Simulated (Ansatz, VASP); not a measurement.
Ir in VASP and in Ansatz

```
Ir
1.0
     2.72013    0.00000    0.00000
    -1.36006    2.35570    0.00000
     0.00000    0.00000    4.40796
Ir
2
Cartesian
  0.0000 1.5705 1.1020
  1.3601 0.7852 3.3060
```

Alike in both runs: functional PBEsol; k mesh 16 × 16 × 9; occupations fermi-dirac, width 0.08 eV; no spin polarisation.

Ansatz relaxed the structure, and its values are those at the end. VASP's run is a single point on that final structure, the one shown.

```csv
,VASP,Ansatz
version,VASP 6.6.1,Ansatz 0.2.0
potentials or method,"VASP PAW PBE potentials, release 64 (Ir_sv_GW)","PAW with Ansatz's default frozen-core files, scalar-relativistic"
plane-wave cutoff (eV),560,420
valence electrons in the cell,34,34
```

Ansatz gave:

```
pressure (GPa) : 0.0
```

Estimate VASP's values.

pressure (GPa): -1.8.

VASP's potentials were made for PBE, not for PBEsol.

Neither program's run includes spin-orbit coupling.
